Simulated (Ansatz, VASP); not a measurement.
Two plane-wave programs on Mn

The input INCAR:

```
SYSTEM = Mn
PREC = Accurate
ENCUT = 500
EDIFF = 1E-6
ISMEAR = 0
SIGMA = 0.1
LREAL = .False.
LASPH = .True.
NELM = 200
ALGO = Normal
ISIF = 2
LWAVE = .False.
LCHARG = .False.
ISPIN = 2
MAGMOM = 0.76
LORBIT = 11
LMAXMIX = 4
GGA = PE
NBANDS = 16
GGA_COMPAT = .False.
```

Contents of KPOINTS:

```
Automatic mesh
0
Gamma
  4 4 4
  0 0 0
```

POSCAR

```
Mn
1.0
   -1.3442088608      1.2930501562      1.4418677283
    1.3436990001     -1.3068060984      1.4551138097
    1.4040849765      1.3666822140     -1.4556236705
Mn
1
Direct
    0.0000000000      0.0000000000      0.0000000000
```

Input for Ansatz:

```yaml
crystal:
  lattice:
    - [-1.3442088608, 1.2930501562, 1.4418677283]
    - [1.3436990001, -1.3068060984, 1.4551138097]
    - [1.4040849765, 1.366682214, -1.4556236705]
  atoms:
    - { symbol: Mn, position: [0.0, 0.0, 0.0], spin: 0.76 }
basis:
  ecutwfc: 420
kpoints:
  mp_grid: { grid: [4, 4, 4] }
hamiltonian:
  xc: pbe
scf:
  occupations: { method: gaussian, width: 0.1 }
  lower_state_search: "off"
output:
  forces: true
  stress: true
  eigenvalues: true
  populations: true
magnetization:
  spin_polarized: true
```

Alike in both runs: task single point; functional PBE; k mesh 4 × 4 × 4; occupations gaussian, width 0.1 eV; collinear spin.

|  | VASP | Ansatz |
| --- | --- | --- |
| version | VASP 6.6.1 | Ansatz 0.2.0 |
| potentials or method | VASP PAW PBE potentials, release 64 (Mn_pv), cutoff 500 eV | scalar-relativistic, plane waves, PAW |
| valence electrons in the cell | 13 | 15 |

|  | VASP | Ansatz | Ansatz less VASP |
| --- | --- | --- | --- |
| gap on the k mesh at the Fermi level (eV) | none | none | - |
| pressure (GPa) | 10.7 | 10.9 | +0.18 |
| traceless stress, the component that is largest in VASP (GPa) | 8.27 | 8.35 | +0.073 |
| net moment per atom (μB) | 1.00 | 1.00 | 0.000 |
| size of the moment on the site where the two differ most (μB) | 1.00 | 0.98 | -0.016 |

Site moments also hang on the region over which each program counts them. A gap of «none» marks a metal or a gap that the smearing closes. VASP's potentials hold 13 valence electrons a cell and Ansatz's 15, so a difference there can come from the potentials and not from the codes.

The k mesh is coarse, so the values compare programs but aren't converged.
